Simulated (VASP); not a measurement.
C: single point with PBE

Crystal: C.

```
CELL_PARAMETERS angstrom
2.46652 0.00000 0.00000
-1.23326 2.13607 0.00000
0.00000 0.00000 8.56531
ATOMIC_POSITIONS crystal
C 0.82689 0.00000 0.00250
C 0.17311 0.00000 0.50250
C 0.16022 0.66667 0.00250
C 0.83978 0.33333 0.50250
```

```json
{
  "Program": "VASP 6.6.1",
  "Task": "single point",
  "Functional": "PBE",
  "Potentials or basis": "VASP PAW PBE potentials, release 64 (C)",
  "Cutoff": "520 eV",
  "k mesh": "18 × 18 × 6",
  "Occupations": "gaussian, width 0.15 eV",
  "Spin": "no spin polarisation"
}
```

```json
{"Pressure": "0.4 GPa", "Band gap on the k mesh": "zero (filled and empty bands touch)"}
```

Stress tensor (GPa, compression positive):
```
 0.54 -0.01  0.00
-0.01  0.55  0.00
 0.00  0.00  0.00
```

Levels at points of the mesh, in eV from the Fermi level:
```
           k point  band 6  band 7  band 8  band 9  band 10  band 11
(0.00, 0.00, 0.00)   -3.04   -3.04   -3.04    3.07     6.34     8.30
(0.50, 0.00, 0.00)   -6.42   -2.50   -2.22    1.47     1.89     7.35
(0.00, 0.50, 0.00)   -6.42   -2.43   -2.29    1.58     1.80     7.35
(0.50, 0.50, 0.00)   -6.42   -2.44   -2.29    1.57     1.80     7.35
(0.00, 0.00, 0.50)   -3.04   -3.04   -3.04    4.32     4.32     8.30
(0.50, 0.00, 0.50)   -6.42   -2.36   -2.36    1.67     1.67     7.36
(0.00, 0.50, 0.50)   -6.42   -2.36   -2.36    1.67     1.67     7.36
(0.50, 0.50, 0.50)   -6.42   -2.36   -2.36    1.67     1.67     7.36
```

Run time: 7 min on 1 thread of Intel Xeon 8259CL (shared host), peak memory 0.42 GiB.

Caveat: this functional lacks dispersion, which binds layers or chains, so the pressure and a relaxed spacing across them are unreliable.
